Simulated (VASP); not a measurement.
# Co (P6_3/mmc) in VASP: further runs

Co is run at these levels: PBE; tasks: single point, relaxation of cell and atoms.

All numbers are computed with VASP 6.6.1; they aren't measurements. Logs are shortened: lines on timing, memory, paths and dates and some standing lists are left out, and cuts for length are marked.

### Step 1. The cell of the first run

It takes space group P6_3/mmc (No. 194, hexagonal). The conventional cell has a = 2.429 Å, b = 2.429 Å, c = 8.391 Å, α = 90.00°, β = 90.00°, γ = 120.00°. Within 3.0 Å of Co (site symmetry 3m) lie 10 Co at 2.24 to 2.43 Å.

### Step 2. Single point, PBE

Contents of INCAR:

```
ALGO = Fast ; EDIFF = 1E-6
ENCUT = 520 ; GGA = PE
ISIF = 2 ; ISMEAR = 0
LASPH = T ; LCHARG = F
LREAL = F ; LWAVE = F
NBANDS = 26 ; NELM = 80
PREC = Accurate ; SIGMA = 0.1
```

Contents of KPOINTS:

```
k-points
0
Gamma
  21 21 6
```

Contents of POSCAR:

```
Co
1.0
    2.4291306936      0.0000000000      0.0000000000
   -1.2145653468      2.1036888897      0.0000000000
    0.0000000000      0.0000000000      8.3913590659
Co
4
Direct
    0.3333333333      0.6666666667      0.1166372050
    0.6666666667      0.3333333333      0.6166372050
    0.3333333333      0.6666666667      0.3833627950
    0.6666666667      0.3333333333      0.8833627950
```

Potentials or basis: VASP PAW PBE potentials, release 64 (Co).

Run with:

```bash
$ cat potpaw_PBE.64/Co/POTCAR > POTCAR
$ mpirun -np 1 vasp_std > vasp.out
```

OUTCAR:

```text
EDIFF = 1E-6
   ENCUT = 520
   GGA = PE
   ISIF = 2
   ISMEAR = 0
   LASPH = T
   LREAL = F
   NELM = 80
   PREC = Accurate

 ion  position               nearest neighbor table
   1  0.333  0.667  0.117-   3 2.24   4 2.41   4 2.41   4 2.41
   2  0.667  0.333  0.617-   4 2.24   3 2.41   3 2.41   3 2.41
   3  0.333  0.667  0.383-   1 2.24   2 2.41   2 2.41   2 2.41
   4  0.667  0.333  0.883-   2 2.24   1 2.41   1 2.41   1 2.41

  LATTYP: Found a hexagonal cell.
 ALAT       =     2.4291306936
 C/A-ratio  =     3.4544699830

  Lattice vectors:

 A1 = (   2.4291306936,   0.0000000000,   0.0000000000)
 A2 = (  -1.2145653468,   2.1036888897,   0.0000000000)
 A3 = (   0.0000000000,   0.0000000000,   8.3913590659)

Analysis of symmetry for initial positions (statically):
=====================================================================
 Subroutine PRICEL returns:
 Original cell was already a primitive cell.

 Routine SETGRP: Setting up the symmetry group for a
 hexagonal supercell.

 Subroutine GETGRP returns: Found 24 space group operations
 (whereof 12 operations were pure point group operations)
 out of a pool of 24 trial point group operations.

The static configuration has the point symmetry D_3d.
 The point group associated with its full space group is D_6h.

Analysis of symmetry for dynamics (positions and initial velocities):
=====================================================================
 Subroutine PRICEL returns:
 Original cell was already a primitive cell.

 Routine SETGRP: Setting up the symmetry group for a
 hexagonal supercell.

 Subroutine GETGRP returns: Found 24 space group operations
 (whereof 12 operations were pure point group operations)
 out of a pool of 24 trial point group operations.

The dynamic configuration has the point symmetry D_3d.
 The point group associated with its full space group is D_6h.

 Subroutine INISYM returns: Found 24 space group operations
 (whereof 12 operations are pure point group operations),
 and found     1 'primitive' translations

----------------------------------------------------------------------------------------

                                     Primitive cell

  volume of cell :      42.8810

  direct lattice vectors                    reciprocal lattice vectors
     2.429130694  0.000000000  0.000000000     0.411669904  0.237677730  0.000000000
    -1.214565347  2.103688890  0.000000000     0.000000000  0.475355460  0.000000000
     0.000000000  0.000000000  8.391359066     0.000000000  0.000000000  0.119170207

  length of vectors
     2.429130694  2.429130694  8.391359066     0.475355460  0.475355460  0.119170207

  position of ions in fractional coordinates (direct lattice)
     0.333333333  0.666666667  0.116637205
     0.666666667  0.333333333  0.616637205
     0.333333333  0.666666667  0.383362795
     0.666666667  0.333333333  0.883362795

  ion indices of the primitive-cell ions
   primitive index   ion index
                 1           1
                 2           2
                 3           3
                 4           4

----------------------------------------------------------------------------------------

 KPOINTS: k-points

Automatic generation of k-mesh.
 Grid dimensions read from file:
 generate k-points for:   21   21    6

 Generating k-lattice:

  Cartesian coordinates                     Fractional coordinates (reciprocal lattice)
     0.019603329  0.011317987  0.000000000     0.047619048  0.000000000  0.000000000
     0.000000000  0.022635974  0.000000000     0.000000000  0.047619048  0.000000000
     0.000000000  0.000000000  0.019861701     0.000000000  0.000000000  0.166666667

  Length of vectors
     0.022635974  0.022635974  0.019861701

  Shift w.r.t. Gamma in fractional coordinates (k-lattice)
     0.000000000  0.000000000  0.000000000

 Subroutine IBZKPT returns following result:
 ===========================================

 Found    192 irreducible k-points:

 Following reciprocal coordinates:
            Coordinates               Weight
  0.000000  0.000000  0.000000      1.000000
  0.047619 -0.000000  0.000000      6.000000
  0.095238 -0.000000  0.000000      6.000000
  0.142857  0.000000  0.000000      6.000000
  0.190476 -0.000000  0.000000      6.000000
  0.238095  0.000000  0.000000      6.000000
[... 16 lines left out ...]
  0.142857  0.095238  0.000000     12.000000
  0.190476  0.095238  0.000000     12.000000
 [... further k-points ...]
   k-points           NKPTS =    192   k-points in BZ     NKDIM =    192   number of bands    NBANDS=     26
   number of dos      NEDOS =    301   number of ions     NIONS =      4
   total plane-waves  NPLWV =  20736
   dimension x,y,z NGX =    18 NGY =   18 NGZ =   64
   dimension x,y,z NGXF=    36 NGYF=   36 NGZF=  128
   ions per type =               4
   NGX,Y,Z   is equivalent  to a cutoff of  12.32, 12.32, 12.68 a.u.
   NGXF,Y,Z  is equivalent  to a cutoff of  24.64, 24.64, 25.36 a.u.
 SYSTEM =  unknown system
   PREC   = accura    normal or accurate (medium, high low for compatibility)
   ISTART =      0    job   : 0-new  1-cont  2-samecut
   ICHARG =      2    charge: 1-file 2-atom 10-const
   ISPIN  =      1    spin polarized calculation?
   LNONCOLLINEAR =      F non collinear calculations
   LSORBIT =      F    spin-orbit coupling
   LASPH  =      T    aspherical Exc in radial PAW
   ENCUT  =  520.0 eV  38.22 Ry    6.18 a.u.   4.52  4.52 15.60*2*pi/ulx,y,z
   NELM   =     80;   NELMIN=  2; NELMDL= -5     # of ELM steps
   EDIFF  = 0.1E-05   stopping-criterion for ELM
   LREAL  =      F    real-space projection
   EDIFFG = 0.1E-04   stopping-criterion for IOM
   NSW    =      0    number of steps for IOM
   IBRION =     -1    ionic relax: 0-MD 1-quasi-New 2-CG
   NFREE  =      0    steps in history (QN), initial steepest desc. (CG)
   ISIF   =      2    stress and relaxation
   ISYM   =      2    0-nonsym 1-usesym 2-fastsym
   POTIM  = 0.5000    time-step for ionic-motion
   TEBEG  =    0.0;   TEEND  =   0.0 temperature during run
   PSTRESS=    0.0 pullay stress
   NELECT =      36.0000    total number of electrons
   NUPDOWN=      -1.0000    fix difference up-down
   EMIN   =  10.00;   EMAX   =-10.00  energy-range for DOS
   EFERMI =   0.00;   METHOD = LEGACY
   ISMEAR =     0;   SIGMA  =   0.10  broadening in eV -4-tet -1-fermi 0-gaus
   EFERMI_NEDOS =   21; number of points for ismear=-14 and -15
   IALGO  =     68    algorithm
   IMIX   =      4    mixing-type and parameters
     AMIX     =   0.40;   BMIX     =  1.00
     AMIX_MAG =   1.60;   BMIX_MAG =  1.00
  volume/ion in A,a.u.               =      10.72        72.34
  Fermi-wavevector in a.u.,A,eV,Ry     =   1.544380  2.918455 32.451375  2.385109
  Thomas-Fermi vector in A             =   2.649909
   LORBIT       =      0    0 simple, 1 ext, 2 COOP (PROOUT), +10 PAW based schemes
   GGA     = PE    functional components
   LHFCALC =     F    Hartree Fock is set to
   AEXX    =    0.0000 exact exchange contribution
   IVDW    =     0    specifies the selected vdW correction
   LEPSILON=     F    determine dielectric tensor
   LRPA    =     F    only Hartree local field effects (RPA)
 non-spin polarized calculation
 RMM-DIIS sequential band-by-band and
 Gauss-broadening in eV      SIGMA  =   0.10
  energy-cutoff  :      520.00
  volume of cell :       42.88
 maximum number of plane-waves:      1189
 NGX is ok and might be reduce to    18

 number of electron      35.9999974 magnetization

 Free energy of the ion-electron system (eV)
  ---------------------------------------------------
  ext. energy  EPLUGINS =         0.00000000
  ---------------------------------------------------
  free energy    TOTEN  =       -26.61039146 eV

  energy without entropy =      -26.57415093  energy(sigma->0) =      -26.59227120

 E-fermi :  10.2704     XC(G=0): -13.4527

 val. band max:       10.2638887248   @ k =   0.2857   0.2857   0.1667
 cond. band min:      10.2705081309   @ k =   0.3810   0.0952   0.0000
 fundamental gap:      0.0066194061
 Fermi energy:        10.2704200606

 k-point     1 :       0.0000    0.0000    0.0000
  band No.  band energies     occupation
      1       1.4673      2.00000
      2       3.3220      2.00000
      3       3.8373      2.00000
      4       5.8767      2.00000
      5       6.9284      2.00000
      6       7.4306      2.00000
[... 18 lines left out ...]
     25      16.4727      0.00000
     26      23.1153      0.00000

 k-point     2 :       0.0476   -0.0000    0.0000
  band No.  band energies     occupation
      1       1.5517      2.00000
      2       3.3970      2.00000
      3       3.9103      2.00000
      4       5.9423      2.00000
      5       6.9220      2.00000
      6       7.4488      2.00000
[... 18 lines left out ...]
     25      16.4873      0.00000
     26      23.2011      0.00000

 k-point     3 :       0.0952   -0.0000    0.0000
  band No.  band energies     occupation
      1       1.8020      2.00000
      2       3.6165      2.00000
      3       4.1232      2.00000
      4       6.1307      2.00000
      5       6.9036      2.00000
      6       7.4974      2.00000
[... 18 lines left out ...]
     25      16.5315      0.00000
     26      23.4541      0.00000

 k-point     4 :       0.1429    0.0000    0.0000
  band No.  band energies     occupation
      1       2.2088      2.00000
      2       3.9633      2.00000
      3       4.4557      2.00000
      4       6.4135      2.00000
      5       6.8750      2.00000
      6       7.5533      2.00000
[... 18 lines left out ...]
     25      16.6074      0.00000
     26      23.8606      0.00000
[... 496 lines left out ...]
      1       2.4480      2.00000
      2       4.1621      2.00000
      3       4.6457      2.00000
      4       6.5764      2.00000
      5       6.8658      2.00000
      6       7.5572      2.00000
[... 18 lines left out ...]
     25      16.6589      0.00000
     26      24.0995      0.00000

 k-point    23 :       0.1429    0.0952    0.0000
  band No.  band energies     occupation
      1       2.9850      2.00000
      2       4.5876      2.00000
      3       5.0398      2.00000
      4       6.8450      2.00000
      5       6.8848      2.00000
      6       7.2992      2.00000
[... 18 lines left out ...]
     25      16.7834      0.00000
     26      24.6222      0.00000

 k-point    24 :       0.1905    0.0952    0.0000
  band No.  band energies     occupation
      1       3.6291      2.00000
      2       5.0549      2.00000
      3       5.4378      2.00000
      4       6.8178      2.00000
      5       6.9983      2.00000
      6       7.1234      2.00000
[... 18 lines left out ...]
     25      16.9580      0.00000
     26      24.5723      0.00000

 [... further k-points ...]
[... 5 lines left out ...]
  --------------------------------------------------------------------------------------
  -------------------------------------------------------------------------------------
  Total       -0.2190977     -0.2190977     -0.3095634     -0.0000000     -0.0000000      0.0000000
  in kB       -8.1862240     -8.1862240    -11.5663265     -0.0000000     -0.0000000      0.0000000
  external PRESSURE =      -9.3129249 kB  Pullay stress =       0.0000000 kB

 VOLUME and BASIS-vectors are now :
 -----------------------------------------------------------------------------
  energy-cutoff  :      520.00
  volume of cell :       42.88
      direct lattice vectors                 reciprocal lattice vectors
     2.429130694  0.000000000  0.000000000     0.411669904  0.237677730  0.000000000
    -1.214565347  2.103688890  0.000000000     0.000000000  0.475355460  0.000000000
     0.000000000  0.000000000  8.391359066     0.000000000  0.000000000  0.119170207

 POSITION                                       TOTAL-FORCE (eV/Angst)
 -----------------------------------------------------------------------------------
     -0.00000      1.40246      0.97874         0.000000      0.000000      0.009277
      1.21457      0.70123      5.17442         0.000000      0.000000      0.009277
     -0.00000      1.40246      3.21693        -0.000000     -0.000000     -0.009277
      1.21457      0.70123      7.41261        -0.000000     -0.000000     -0.009277
 -----------------------------------------------------------------------------------
    total drift:                               -0.000000     -0.000000     -0.000000

  FREE ENERGIE OF THE ION-ELECTRON SYSTEM (eV)
  ---------------------------------------------------
  free  energy   TOTEN  =       -26.6103914593 eV

  energy  without entropy=      -26.5741509323  energy(sigma->0) =      -26.59227120
```

Wall time 4 min (1 thread of Intel Xeon Platinum 8375C at 2.90GHz (Ice Lake), shared host); peak memory 0.27 GiB.

What came out:

```
Free energy            : -26.6104 eV
Pressure               : -0.9 GPa
Largest force          : 0.009 eV/Å
Band gap on the k mesh : zero (bands 18 and 19 overlap by 1.18 eV)
```

Forces on the atoms (eV/Å):
```
Co   0.000  0.000  0.009
Co   0.000  0.000  0.009
Co   0.000  0.000 -0.009
Co   0.000  0.000 -0.009
```

Caveat: the run has no spin polarisation, though such a crystal can be magnetic. Spin polarisation is off, so any magnetic state and its effect on volume and gap are missing.

### Step 3. Relaxation of cell and atoms, PBE

Contents of INCAR:

```
PREC = Accurate ; ENCUT = 600
EDIFF = 1E-6 ; ISMEAR = 0
SIGMA = 0.1 ; LREAL = F
LASPH = T ; NELM = 100
ALGO = Fast ; ISIF = 3
LWAVE = F ; LCHARG = F
GGA = PE ; IBRION = 2
NSW = 100 ; EDIFFG = -0.01
```

Contents of KPOINTS:

```
regular mesh
0
Gamma
  21 21 6
```

Contents of POSCAR:

```
Co
1.0
    2.4308976727      0.0000000000      0.0000000000
   -1.2154488364      2.1052191386      0.0000000000
    0.0000000000      0.0000000000      8.3860746888
Co
4
Direct
    0.3333333333      0.6666666667      0.1164308726
    0.6666666667      0.3333333333      0.6164308726
    0.3333333333      0.6666666667      0.3835691274
    0.6666666667      0.3333333333      0.8835691274
```

Potentials or basis: VASP PAW PBE potentials, release 64 (Co).

Run with:

```bash
$ cat potpaw_PBE.64/Co/POTCAR > POTCAR
$ mpirun -np 1 vasp_std > vasp.out
```

Run time: 15 min. Hardware: 1 thread of Intel Xeon Platinum 8375C at 2.90GHz (Ice Lake), shared host; peak memory 0.3 GiB.

The run converged. Its results:

```yaml
Free_energy: -26.6099 eV
Relaxed_volume: 10.67 Å³/atom
Relaxed_cell: a = 2.426 Å, b = 2.426 Å, c = 8.374 Å, α = 90.00°, β = 90.00°, γ = 120.00°
Space_group_after_relaxing_to_0.1_Å: P6_3/mmc (No. 194)
Energy_gained_by_relaxing: 0.2 meV/atom
Ionic_steps: 9
Pressure_after_relaxing: 0.1 GPa
```

The path:
```tsv
step	energy change (eV)	largest force (eV/Å)	pressure (GPa)	volume (Å³)
1	0.0000	0.0377	-1.02	42.92
2	-0.0002	0.0230	1.50	42.49
3	-0.0008	0.0312	0.38	42.68
4	-0.0008	0.0326	0.03	42.73
5	-0.0008	0.0312	0.03	42.72
6	-0.0008	0.0298	-0.07	42.70
7	-0.0008	0.0298	0.21	42.69
8	-0.0008	0.0308	0.07	42.69
9	-0.0009	0.0011	0.10	42.70
```

Final structure:
```yaml
crystal:
  lattice:
    - [2.42645, 0.00000, 0.00000]
    - [-1.21323, 2.10137, 0.00000]
    - [0.00000, 0.00000, 8.37384]
  atoms:
    - { symbol: Co, position: [0.33333, 0.66667, 0.11672] }
    - { symbol: Co, position: [0.66667, 0.33333, 0.61672] }
    - { symbol: Co, position: [0.33333, 0.66667, 0.38328] }
    - { symbol: Co, position: [0.66667, 0.33333, 0.88328] }
```

Levels at points of the mesh, in eV from the Fermi level:
| k point | band 14 | band 15 | band 16 | band 17 | band 18 | band 19 | band 20 | band 21 | band 22 |
| --- | --- | --- | --- | --- | --- | --- | --- | --- | --- |
| (0.00, 0.00, 0.00) | -1.49 | -1.49 | -0.83 | -0.83 | -0.49 | -0.30 | -0.30 | -0.20 | -0.20 |
| (0.00, 0.00, 0.50) | -1.59 | -1.35 | -1.35 | -0.65 | -0.65 | -0.65 | -0.65 | 0.21 | 0.21 |

Caveat: the highest band is partly filled, so the run has too few bands; the run has no spin polarisation, though such a crystal can be magnetic. Spin polarisation is off, so any magnetic state and its effect on volume and gap are missing.

### Step 4. Single point, PBE, collinear spin, ferromagnetic start

This run uses another cell than the first one: it holds 2 atoms, not 4.

Contents of INCAR:

```
SYSTEM = Co
PREC = Accurate
ENCUT = 520
EDIFF = 1E-7
ISMEAR = 0
SIGMA = 0.1
LREAL = .False.
LASPH = .True.
NELM = 150
ALGO = Normal
ISIF = 2
LWAVE = .False.
LCHARG = .True.
ISPIN = 2
MAGMOM = 1.9 1.9
LORBIT = 11
LMAXMIX = 4
GGA = PE
LELF = .True.
LVHAR = .True.
NBANDS = 20
```

Contents of KPOINTS:

```
Automatic mesh
0
Gamma
  27 27 14
  0 0 0
```

Contents of POSCAR:

```
Co
1.0
    2.4933552977      0.0000000000      0.0000000000
   -1.2466776489      2.1593090285      0.0000000000
    0.0000000000      0.0000000000      4.0320974449
Co
2
Direct
    0.3333333333      0.6666666667      0.2500000000
    0.6666666667      0.3333333333      0.7500000000
```

Run with:

```bash
$ cat potpaw_PBE.64/Co/POTCAR > POTCAR
$ mpirun -np 1 vasp_std > vasp.out
```

It took 5.4 min on 1 thread of Intel Xeon Platinum 8488C (Sapphire Rapids), shared host; peak memory 0.44 GiB.

Results (log left out):

```yaml
Free_energy: -14.0757 eV
Pressure: -0.7 GPa
Net_moment: 3.20 μB per cell
Site_moments: Co +1.62 μB
Valence_electrons_inside_the_program's_atomic_spheres: Co 8.27
```

Stress tensor (GPa, compression positive):
```
-0.65  0.00  0.00
 0.00 -0.65  0.00
 0.00  0.00 -0.80
```

Levels at points of the mesh, in eV from the Fermi level:
Spin up:
```tsv
k point	band 9	band 10	band 11	band 12	band 13	band 14
(0.00, 0.00, 0.00)	-1.93	-0.83	-0.83	-0.06	6.36	21.98
(0.00, 0.00, 0.50)	-1.14	-1.14	-1.14	-1.14	15.03	15.03
```
Spin down:
| k point | band 4 | band 5 | band 6 | band 7 | band 8 | band 9 | band 10 | band 11 |
| --- | --- | --- | --- | --- | --- | --- | --- | --- |
| (0.00, 0.00, 0.00) | -0.95 | -0.95 | -0.59 | -0.59 | -0.16 | -0.16 | -0.14 | 1.05 |
| (0.00, 0.00, 0.50) | -1.53 | -1.02 | -1.02 | -1.02 | -1.02 | 0.71 | 0.71 | 0.71 |

### Step 5. The runs side by side

| task | spin | cell | k mesh | cutoff (eV) | gap on the mesh (eV) | pressure (GPa) |
| --- | --- | --- | --- | --- | --- | --- |
| single point | off | a = 2.429, b = 2.429, c = 8.391 Å, angles 90.0, 90.0, 120.0°, 4 atoms, atomic positions A | 21 × 21 × 6 | 520 | none | -0.9 |
| relaxation of cell and atoms | off | relaxed from a = 2.431, b = 2.431, c = 8.386 Å, angles 90.0, 90.0, 120.0°, 4 atoms, atomic positions B | 21 × 21 × 6 | 600 | - | 0.1 |
| single point | collinear, ferromagnetic start | a = 2.493, b = 2.493, c = 4.032 Å, angles 90.0, 90.0, 120.0°, 2 atoms, atomic positions C | 27 × 27 × 14 | 520 | none | -0.7 |

Alike in all rows: level PBE; potentials or basis VASP PAW PBE potentials, release 64 (Co); smearing gaussian 0.1 eV.

Caveats: the highest band is partly filled, so the run has too few bands (at least some runs).

Total energies depend on the potentials used, so only differences within one code and one set of settings carry meaning.
